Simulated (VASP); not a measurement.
# Li2Se (Immm) in VASP: notebook

Runs on Li2Se. Level: LDA. Tasks: single point.

Program: VASP 6.6.1. These are calculated values, not measurements. Logs are shortened: lines on timing, memory, paths and dates and some standing lists are left out, and cuts for length are marked.

### Step 1. The cell of the first run

It takes space group Immm (No. 71, orthorhombic). The conventional cell has a = 4.232 Å, b = 4.260 Å, c = 6.005 Å, α = 90.00°, β = 90.00°, γ = 90.00°. Within 3.4 Å of Li (site symmetry mm2) lie 4 Se at 2.59 to 2.61 Å and 6 Li at 3.00 Å. Se (site symmetry mmm) has 8 Li at 2.59 to 2.61 Å within 3.4 Å.

### Step 2. Single point, LDA

File INCAR:

```
PREC = Accurate
ENCUT = 750
EDIFF = 1E-6
ISMEAR = 0
SIGMA = 0.02
LREAL = False
LASPH = True
NELM = 120
ALGO = Normal
ISIF = 2
LWAVE = False
LCHARG = False
NBANDS = 13
GGA_COMPAT = False
```

File KPOINTS:

```
Automatic mesh
0
Gamma
  6 6 6
```

File POSCAR:

```
Li2Se
1.0
    0.0100083333      3.0025000000      3.0025000000
    3.0025000000      0.0100083333      3.0025000000
    3.0125083333      3.0125083333      0.0000000000
Li Se
2 1
Direct
    0.2500000000      0.2500000000      0.2500000000
    0.7500000000      0.7500000000      0.7500000000
    0.0000000000      0.0000000000      0.0000000000
```

Potentials or basis: VASP PAW LDA potentials, release 64 (Li_sv, Se).

On the command line:

```bash
cat potpaw_LDA.64/Li_sv/POTCAR potpaw_LDA.64/Se/POTCAR > POTCAR
mpirun -np 1 vasp_std > vasp.out
```

OUTCAR:

```text
PREC = Accurate
   ENCUT = 750
   EDIFF = 1E-6
   ISMEAR = 0
   LREAL = False
   LASPH = True
   NELM = 120
   ISIF = 2

 ion  position               nearest neighbor table
   1  0.250  0.250  0.250-   3 2.59   3 2.59   3 2.61   3 2.61
   2  0.750  0.750  0.750-   3 2.59   3 2.59   3 2.61   3 2.61
   3  0.000  0.000  0.000-   2 2.59   2 2.59   1 2.59   1 2.59   1 2.61   2 2.61   2 2.61   1 2.61

  LATTYP: Found a body centered orthorhombic cell.
 ALAT       =     4.2320223003
 B/A-ratio  =     1.0066889632
 C/A-ratio  =     1.4189433736

  Lattice vectors:

 A1 = (   3.0025000000,   0.0100083333,  -3.0025000000)
 A2 = (  -3.0025000000,  -0.0100083333,  -3.0025000000)
 A3 = (   0.0100083333,   3.0025000000,   3.0025000000)

Analysis of symmetry for initial positions (statically):
=====================================================================
 Subroutine PRICEL returns:
 Original cell was already a primitive cell.

 Routine SETGRP: Setting up the symmetry group for a
 body centered orthorhombic supercell.

 Subroutine GETGRP returns: Found  8 space group operations
 (whereof  8 operations were pure point group operations)
 out of a pool of  8 trial point group operations.

The static configuration has the point symmetry D_2h.

Analysis of symmetry for dynamics (positions and initial velocities):
=====================================================================
 Subroutine PRICEL returns:
 Original cell was already a primitive cell.

 Routine SETGRP: Setting up the symmetry group for a
 body centered orthorhombic supercell.

 Subroutine GETGRP returns: Found  8 space group operations
 (whereof  8 operations were pure point group operations)
 out of a pool of  8 trial point group operations.

The dynamic configuration has the point symmetry D_2h.

 Subroutine INISYM returns: Found  8 space group operations
 (whereof  8 operations are pure point group operations),
 and found     1 'primitive' translations

----------------------------------------------------------------------------------------

                                     Primitive cell

  volume of cell :      54.1345

  direct lattice vectors                    reciprocal lattice vectors
     0.010008333  3.002500000  3.002500000    -0.167084843  0.167084843  0.166527893
     3.002500000  0.010008333  3.002500000     0.167084843 -0.167084843  0.166527893
[... 92 lines left out ...]
   NFREE  =      0    steps in history (QN), initial steepest desc. (CG)
   ISIF   =      2    stress and relaxation
   ISYM   =      2    0-nonsym 1-usesym 2-fastsym
   POTIM  = 0.5000    time-step for ionic-motion
   TEBEG  =    0.0;   TEEND  =   0.0 temperature during run
   PSTRESS=    0.0 pullay stress
   NELECT =      12.0000    total number of electrons
   NUPDOWN=      -1.0000    fix difference up-down
   EMIN   =  10.00;   EMAX   =-10.00  energy-range for DOS
   EFERMI =   0.00;   METHOD = LEGACY
   ISMEAR =     0;   SIGMA  =   0.02  broadening in eV -4-tet -1-fermi 0-gaus
   EFERMI_NEDOS =   21; number of points for ismear=-14 and -15
   IALGO  =     38    algorithm
   IMIX   =      4    mixing-type and parameters
     AMIX     =   0.40;   BMIX     =  1.00
     AMIX_MAG =   1.60;   BMIX_MAG =  1.00
  volume/ion in A,a.u.               =      18.04       121.77
  Fermi-wavevector in a.u.,A,eV,Ry     =   0.990780  1.872302 13.356088  0.981645
  Thomas-Fermi vector in A             =   2.122475
   LORBIT       =      0    0 simple, 1 ext, 2 COOP (PROOUT), +10 PAW based schemes
   GGA     = CA    functional components
   LHFCALC =     F    Hartree Fock is set to
   AEXX    =    0.0000 exact exchange contribution
   IVDW    =     0    specifies the selected vdW correction
   LEPSILON=     F    determine dielectric tensor
   LRPA    =     F    only Hartree local field effects (RPA)
 non-spin polarized calculation
 Gauss-broadening in eV      SIGMA  =   0.02
  energy-cutoff  :      750.00
  volume of cell :       54.13
 maximum number of plane-waves:      2577
 NGX is ok and might be reduce to    40
   NGX = 19   NGY = 19   NGZ = 19

 number of electron      12.0000003 magnetization

 Free energy of the ion-electron system (eV)
  ---------------------------------------------------
  ext. energy  EPLUGINS =         0.00000000
  ---------------------------------------------------
  free energy    TOTEN  =       -12.14429164 eV

  energy without entropy =      -12.14429164  energy(sigma->0) =      -12.14429164

 E-fermi :   1.1522     XC(G=0):  -8.5376

 val. band max:        0.9821993070   @ k =   0.0000   0.0000   0.0000
 cond. band min:       3.7810476872   @ k =   0.5000   0.5000   0.0000
 fundamental gap:      2.7988483802
 Fermi energy:         1.1521598166

 k-point     1 :       0.0000    0.0000    0.0000
  band No.  band energies     occupation
      1     -42.7486      2.00000
      2     -42.7216      2.00000
      3     -10.4462      2.00000
      4       0.9649      2.00000
      5       0.9733      2.00000
      6       0.9822      2.00000
      7       4.1782      0.00000
      8       6.4088      0.00000
      9       6.4448      0.00000
     10       6.4794      0.00000
     11      11.5343      0.00000
     12      11.5348      0.00000
     13      11.6708      0.00000
[... 354 lines left out ...]
  band No.  band energies     occupation
      1     -42.7384      2.00000
      2     -42.7306      2.00000
      3     -10.0090      2.00000
      4      -1.2804      2.00000
      5      -0.6502      2.00000
      6      -0.2795      2.00000
      7       4.5612      0.00000
      8       7.4933      0.00000
      9       9.2632      0.00000
     10       9.6103      0.00000
     11      11.5453      0.00000
     12      12.4237      0.00000
     13      13.1077      0.00000

 [... further k-points ...]
[... 5 lines left out ...]
  --------------------------------------------------------------------------------------
  -------------------------------------------------------------------------------------
  Total       -0.8809212     -0.8809212     -0.8811184     -0.0622885      0.0000000      0.0000000
  in kB      -26.0719460    -26.0719460    -26.0777822     -1.8435051      0.0000000      0.0000000
  external PRESSURE =     -26.0738914 kB  Pullay stress =       0.0000000 kB

 VOLUME and BASIS-vectors are now :
 -----------------------------------------------------------------------------
  energy-cutoff  :      750.00
  volume of cell :       54.13
      direct lattice vectors                 reciprocal lattice vectors
     0.010008333  3.002500000  3.002500000    -0.167084843  0.167084843  0.166527893
     3.002500000  0.010008333  3.002500000     0.167084843 -0.167084843  0.166527893
     3.012508333  3.012508333  0.000000000     0.165974645  0.165974645 -0.166527893

 POSITION                                       TOTAL-FORCE (eV/Angst)
 -----------------------------------------------------------------------------------
      1.50625      1.50625      1.50125         0.000000     -0.000000     -0.005468
      4.51876      4.51876      4.50375         0.000000     -0.000000      0.005468
      0.00000      0.00000      0.00000        -0.000000      0.000000      0.000000
 -----------------------------------------------------------------------------------
    total drift:                                0.000000     -0.000000      0.000000

  FREE ENERGIE OF THE ION-ELECTRON SYSTEM (eV)
  ---------------------------------------------------
  free  energy   TOTEN  =       -12.1442916428 eV

  energy  without entropy=      -12.1442916428  energy(sigma->0) =      -12.14429164
```

stdout:

```text
POSCAR found type information on POSCAR LiSe
 POSCAR found :  2 types and       3 ions
 scaLAPACK will be used
 LDA part: xc-table for (Slater(with rela. corr.)+CA(PZ))
 , standard interpolation
 POSCAR, INCAR and KPOINTS ok, starting setup
 FFT: planning ... GRIDC
 FFT: planning ... GRID_SOFT
 FFT: planning ... GRID
 WAVECAR not read
 entering main loop
```

It took 34 s on 1 thread of AMD EPYC 7R13 (Zen 3), shared host; peak memory 0.19 GiB.

What came out:

- Free energy: -12.1443 eV
- Pressure: -2.6 GPa
- Largest force: 0.005 eV/Å
- Band gap on the k mesh: 2.80 eV, indirect (least direct gap 3.20 eV)

Forces on the atoms (eV/Å):
```
Li   0.000  0.000 -0.005
Li   0.000  0.000  0.005
Se   0.000  0.000  0.000
```

A k mesh can miss the band edges. Expect the measured gap to be larger: semilocal functionals such as LDA lack the derivative discontinuity.

(Part 1 of 2 ends here.)
